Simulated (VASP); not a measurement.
Set up this calculation in VASP 6.6.1, as the native input.

| Item | Value |
| --- | --- |
| Task | single point |
| Functional | r2SCAN |
| Dispersion | rVV10 |
| Potentials or basis | VASP PAW PBE potentials, release 64 (Sn_d, Se) |
| Cutoff | 550 eV |
| k mesh | 8 × 8 × 8 |
| Occupations | fermi-dirac, width 0.03 eV |
| Spin | no spin polarisation |
| Dipole correction | no |
| Further INCAR settings | ALGO = Normal; EDIFF = 1e-06; NBANDS = 28 |

Crystal: SnSe.

```
CELL_PARAMETERS angstrom
-2.11551 2.11551 6.35494
2.11551 -2.11551 6.35494
2.11551 2.11551 -6.35494
ATOMIC_POSITIONS crystal
Sn 0.86170 0.86170 0.00000
Sn 0.13830 0.13830 0.00000
Se 0.64812 0.64812 0.00000
Se 0.35188 0.35188 0.00000
```

The input as run:

POSCAR

```
SnSe
1.0
   -2.1155076228      2.1155076228      6.3549407190
    2.1155076228     -2.1155076228      6.3549407190
    2.1155076228      2.1155076228     -6.3549407190
Sn Se
2 2
Direct
    0.8616975307      0.8616975307      0.0000000000
    0.1383024693      0.1383024693      0.0000000000
    0.6481247364      0.6481247364      0.0000000000
    0.3518752636      0.3518752636      0.0000000000
```

INCAR.step1

```
SYSTEM = SnSe
ALGO = Normal ; EDIFF = 1E-5
ENCUT = 550 ; GGA = PE
GGA_COMPAT = .FALSE. ; ISMEAR = -1
LASPH = .TRUE. ; LCHARG = .FALSE.
LREAL = .FALSE. ; LWAVE = .TRUE.
NBANDS = 28 ; NELM = 120
PREC = Accurate ; SIGMA = 0.03
```

INCAR.step2

```
SYSTEM = SnSe
ALGO = Normal ; BPARAM = 11.95
CPARAM = 0.0093 ; EDIFF = 1E-6
ENCUT = 550 ; GGA_COMPAT = .FALSE.
ISIF = 2 ; ISMEAR = -1
ISTART = 1 ; IVDW_NL = 2
LASPH = .TRUE. ; LCHARG = .TRUE.
LELF = .TRUE. ; LMIXTAU = .TRUE.
LREAL = .FALSE. ; LUSE_VDW = .TRUE.
LVHAR = .TRUE. ; LWAVE = .FALSE.
METAGGA = R2SCAN ; NBANDS = 28
NELM = 120 ; PREC = Accurate
SIGMA = 0.03
```

KPOINTS

```
k-points
0
G
  8 8 8
  0 0 0
```

Potentials or basis: VASP PAW PBE potentials, release 64 (Sn_d, Se).

The run is started by

```bash
$ cat potpaw_PBE.64/Sn_d/POTCAR potpaw_PBE.64/Se/POTCAR > POTCAR
$ cp INCAR.step1 INCAR
$ mpirun -np 1 vasp_std > vasp.out
$ cp INCAR.step2 INCAR
$ mpirun -np 1 vasp_std > vasp.out
```

It gave:

```yaml
Pressure: 0.2 GPa
Largest_force: 0.018 eV/Å
Band_gap_on_the_k_mesh: zero (bands 20 and 21 overlap by 0.20 eV)
```

Caveat: semilocal functionals underestimate gaps, so a narrow gap can read as zero; the PAW data sets were made with another functional, which shifts forces and pressure a little; spin-orbit coupling is left out, which moves the levels of the heavy elements.

Run time: 54 min on 1 thread of Intel Xeon 8259CL (shared host), peak memory 1.1 GiB.
